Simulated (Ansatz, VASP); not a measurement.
## ZnReH in VASP and in Ansatz

The input INCAR:

```
ALGO = Normal
EDIFF = 1E-6
ENCUT = 520
GGA = PE
ISIF = 2
ISMEAR = 0
ISPIN = 2
LASPH = True
LCHARG = True
LELF = True
LMAXMIX = 4
LORBIT = 11
LREAL = False
LVHAR = True
LWAVE = False
MAGMOM = 0 1 0
NBANDS = 21
NELM = 150
PREC = Accurate
SIGMA = 0.1
```

The input KPOINTS:

```
k-points
0
Gamma
  6 6 4
```

Contents of POSCAR:

```
ZnReH
1.0
    2.7864454475      0.0000000000      0.0000000000
    0.0000000000      2.7864454475      0.0000000000
    0.0000000000      0.0000000000      4.1485335531
Zn Re H
1 1 1
Direct
    0.5000000000      0.5000000000      0.5000000000
    0.0000000000      0.0000000000      0.0000000000
    0.5000000000      0.5000000000      0.0000000000
```

Input for Ansatz:

```yaml
crystal:
  lattice:
    - [2.7864454475, 0.0, 0.0]
    - [0.0, 2.7864454475, 0.0]
    - [0.0, 0.0, 4.1485335531]
  atoms:
    - { symbol: Zn, position: [0.5, 0.5, 0.5] }
    - { symbol: Re, position: [0.0, 0.0, 0.0], spin: 1.0 }
    - { symbol: H, position: [0.5, 0.5, 0.0] }
basis:
  ecutwfc: 420
kpoints:
  mp_grid: { grid: [6, 6, 4] }
hamiltonian:
  xc: pbe
scf:
  occupations: { method: gaussian, width: 0.1 }
  lower_state_search: "off"
output:
  forces: true
  stress: true
  eigenvalues: true
  populations: true
magnetization:
  spin_polarized: true
```

Change from the starting cell: species swapped into the HoCoC type (P4/mmm, No. 123).

Alike in both runs: task single point; functional PBE; k mesh 6 × 6 × 4; occupations gaussian, width 0.1 eV; collinear spin.

|  | VASP | Ansatz |
| --- | --- | --- |
| version | VASP 6.6.1 | Ansatz 0.2.0 |
| potentials or method | VASP PAW PBE potentials, release 64 (Zn, Re, H), cutoff 520 eV | scalar-relativistic, plane waves, PAW |
| valence electrons in the cell | 20 | 28 |

VASP gave:

- gap on the k mesh at the Fermi level (eV): none
- pressure (GPa): 1.4
- traceless stress, the component that is largest in VASP (GPa): 2.11
- net moment per atom (μB): 0.26
- size of the moment on the site where the two differ most (μB): 0.74

Estimate Ansatz's values.

gap on the k mesh at the Fermi level (eV): none; pressure (GPa): 0.9; traceless stress, the component that is largest in VASP (GPa): 2.29; net moment per atom (μB): 0.26; size of the moment on the site where the two differ most (μB): 0.37.

Site moments also hang on the region over which each program counts them. A gap of «none» marks a metal or a gap that the smearing closes. With one functional, cell and mesh, what is left measures potentials, basis and numerics. VASP's potentials hold 20 valence electrons a cell and Ansatz's 28, so a difference there can come from the potentials and not from the codes.

The k mesh is coarse, so the values compare programs but aren't converged. Neither program's run includes spin-orbit coupling.
